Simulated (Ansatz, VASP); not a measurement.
# One calculation of Ir, two programs

```xyz
1
Lattice="0.0000 1.9156 1.9156 1.9156 0.0000 1.9156 1.9156 1.9156 0.0000" Properties=species:S:1:pos:R:3 pbc="T T T"
Ir    0.0000    0.0000    0.0000
```

Alike in both runs: functional PBEsol-based screened hybrid with a share of 0.25 of exact exchange and HFSCREEN = 0.207; k mesh 6 × 6 × 6; occupations fermi-dirac, width 0.05 eV; no spin polarisation.

|  | VASP | Ansatz |
| --- | --- | --- |
| version | VASP 6.6.1 | Ansatz 0.2.0 |
| potentials or method | VASP PAW PBE potentials, release 64 (Ir) | Ansatz PAW |
| plane-wave cutoff (eV) | 520 | 420 |
| valence electrons in the cell | 9 | 17 |
| task | single point | band structure |

```csv
,VASP,Ansatz,Ansatz less VASP
gap on the k mesh at the Fermi level (eV),none,none,-
pressure (GPa),-5.9,-8.7,-2.81
```

VASP's potentials were made for PBE, not for PBEsol-based screened hybrid. A gap of «none» marks a metal or a gap that the smearing closes. VASP's potentials hold 9 valence electrons a cell and Ansatz's 17, so a difference there can come from the potentials and not from the codes.

The k mesh is coarse, so the values compare programs but aren't converged. Spin-orbit coupling is off throughout.
